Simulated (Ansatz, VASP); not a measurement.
BiTe in VASP and in Ansatz

```
Bi Te
1.0
     2.42271    1.39875    3.31729
    -2.42271    1.39875    3.31729
     0.00000   -2.79750    3.31729
Bi Te
1 1
Cartesian
  0.0000 -0.1935 4.8612
  0.0000 0.0000 0.0000
```

Change from the starting cell: all Bi atoms moved +0.225 Å, as atom 1 towards its neighbour atom 2 (Te) at 3.252 Å.

Alike in both runs: task single point; functional PBE; k mesh 12 × 12 × 12; occupations gaussian, width 0.15 eV; no spin polarisation.

```csv
,VASP,Ansatz
version,VASP 6.6.1,Ansatz 0.2.0
potentials or method,"VASP PAW PBE potentials, release 64 (Bi_d, Te), cutoff 520 eV","scalar-relativistic, plane waves, PAW"
valence electrons in the cell,21,31
```

|  | VASP | Ansatz | Ansatz less VASP |
| --- | --- | --- | --- |
| gap on the k mesh at the Fermi level (eV) | none | none | - |
| pressure (GPa) | 0.8 | 0.8 | +0.08 |
| traceless stress, the component that is largest in VASP (GPa) | 0.74 | 0.74 | -0.005 |
| rms of the force components (eV/Å) | 0.305 | 0.303 | -0.0020 |

Atom by atom the forces differ by 0.002 eV/Å (rms over components). A gap of «none» marks a metal or a gap that the smearing closes. The functional is the same, so the differences come from potentials, cutoffs and numerics. VASP's potentials hold 21 valence electrons a cell and Ansatz's 31, so a difference there can come from the potentials and not from the codes.

Spin-orbit coupling is off throughout.
